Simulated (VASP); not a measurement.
YS, 2 atoms in the cell. Symmetry: Fm-3m, No. 225, cubic system. Conventional cell: a = 5.375 Å, b = 5.375 Å, c = 5.375 Å, α = 90.00°, β = 90.00°, γ = 90.00°. Within 3.5 Å of Y (site symmetry m-3m) lie 6 S at 2.69 Å. Within 3.5 Å of S (site symmetry m-3m) lie 6 Y at 2.69 Å.  This cell differs from its parent crystal: volume scaled by 0.94.

* Program: VASP 6.6.1
* Task: electric field gradients
* Functional: LDA
* Potentials or basis: VASP PAW LDA potentials, release 64 (Y_sv, S)
* Cutoff: 520 eV
* k mesh: 8 × 8 × 8
* Occupations: fermi-dirac, width 0.01 eV
* Spin: no spin polarisation
* Dipole correction: no
* Further INCAR settings: ALGO = Normal; EDIFF = 1e-08; NBANDS = 16

Potentials or basis: VASP PAW LDA potentials, release 64 (Y_sv, S).

The run is started by

```sh
$ cat potpaw_LDA.64/Y_sv/POTCAR potpaw_LDA.64/S/POTCAR > POTCAR
$ mpirun -np 1 vasp_std > vasp.out
```

Hardware: 1 thread of Intel Xeon 8259CL, with other jobs on the host.

Q: Estimate the wall time of this run.

A: Wall time 40 s on 1 thread of Intel Xeon 8259CL, with other jobs on the host, peak memory 0.16 GiB. Counts: scf iterations 15, k points 29.
